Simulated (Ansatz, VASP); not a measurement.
**AgCl: VASP beside Ansatz**

Contents of INCAR:

```
SYSTEM = AgCl
ALGO = Normal
EDIFF = 1E-7
ENCUT = 520
GGA = PE
ISIF = 2
ISMEAR = -1
LASPH = .True.
LCHARG = .False.
LREAL = .False.
LWAVE = .False.
NBANDS = 16
NELM = 80
PREC = Accurate
SIGMA = 0.01
```

The input KPOINTS:

```
k-points
0
Gamma
  9 9 9
  0 0 0
```

POSCAR

```
AgCl
1.0
    0.0277315000      2.7870157500      2.7870157500
    2.7870157500      0.0277315000      2.7870157500
    2.7870157500      2.7870157500      0.0277315000
Ag Cl
1 1
Direct
    0.5000000000      0.5000000000      0.5000000000
    0.0000000000      0.0000000000      0.0000000000
```

Input for Ansatz:

```yaml
crystal:
  lattice:
    - [0.0277315, 2.78701575, 2.78701575]
    - [2.78701575, 0.0277315, 2.78701575]
    - [2.78701575, 2.78701575, 0.0277315]
  atoms:
    - { symbol: Ag, position: [0.5, 0.5, 0.5] }
    - { symbol: Cl, position: [0.0, 0.0, 0.0] }
kpoints:
  mp_grid: { grid: [9, 9, 9] }
scf:
  occupations: { method: fermi_dirac, width: 0.01 }
hamiltonian:
  xc: pbe
  pseudopotentials: { kind: all_electron, lapw: { basis_error: 0.0005 } }
output:
  forces: true
  stress: true
  eigenvalues: true
```

Change from the starting cell: equal xy, yz and zx shear strains of +1 %.

Alike in both runs: task single point; functional PBE; k mesh 9 × 9 × 9; occupations fermi-dirac, width 0.01 eV; no spin polarisation.

|  | VASP | Ansatz |
| --- | --- | --- |
| version | VASP 6.6.1 | Ansatz 0.2.0 |
| potentials or method | VASP PAW PBE potentials, release 64 (Ag, Cl), cutoff 520 eV | all-electron LAPW, scalar-relativistic |

```csv
,VASP,Ansatz,Ansatz less VASP
gap on the k mesh at the Fermi level (eV),0.94,0.95,+0.004
pressure (GPa),1.5,1.6,+0.14
"traceless stress, the component that is largest in VASP (GPa)",-0.05,-0.05,0.000
```

Ansatz ran all-electron here, and VASP with PAW potentials.
